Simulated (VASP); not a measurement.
# GaAs: single point with PBE

GaAs:

```
Ga As
1.0
     0.00000    2.87269    2.90142
     2.87269    0.00000    2.90142
     2.87269    2.87269    0.00000
Ga As
1 1
Direct
  0.00000 0.00000 0.00000
  0.75000 0.75000 0.75000
```

This cell differs from its parent crystal: strain +0.0100 x Voigt [0, 0, 1, 0, 0, 0].

```json
{
  "Program": "VASP 6.6.1",
  "Task": "single point",
  "Functional": "PBE",
  "Potentials or basis": "VASP PAW PBE potentials, release 64 (Ga_d, As)",
  "Cutoff": "520 eV",
  "k mesh": "10 × 10 × 10",
  "Occupations": "gaussian, width 0.03 eV",
  "Spin": "no spin polarisation",
  "Dipole correction": "no",
  "Further INCAR settings": "ALGO = Normal; EDIFF = 1e-07; NBANDS = 16"
}
```

* Pressure: -0.4 GPa
* Band gap on the k mesh: 0.07 eV, direct

Stress tensor (GPa, compression positive):
```
-0.24  0.00  0.00
 0.00 -0.24  0.00
 0.00  0.00 -0.82
```

Levels at points of the mesh, in eV from the valence-band top:
| k point | band 7 | band 8 | band 9 | band 10 | band 11 | band 12 |
| --- | --- | --- | --- | --- | --- | --- |
| (0.00, 0.00, 0.00) | -0.06 | 0.00 | 0.00 | 0.07 | 3.69 | 3.69 |
| (0.50, 0.00, 0.00) | -6.35 | -1.11 | -1.04 | 0.82 | 4.56 | 4.62 |
| (0.50, 0.50, 0.00) | -6.61 | -2.46 | -2.46 | 1.59 | 1.72 | 9.69 |
| (0.50, 0.00, 0.50) | -6.56 | -2.52 | -2.52 | 1.53 | 1.63 | 9.66 |

Run time: 71 s on 1 thread of Intel Xeon 6975P-C (shared host), peak memory 0.23 GiB.

Caveat: the cell differs from its parent crystal (strain +0.0100 x Voigt [0, 0, 1, 0, 0, 0]).
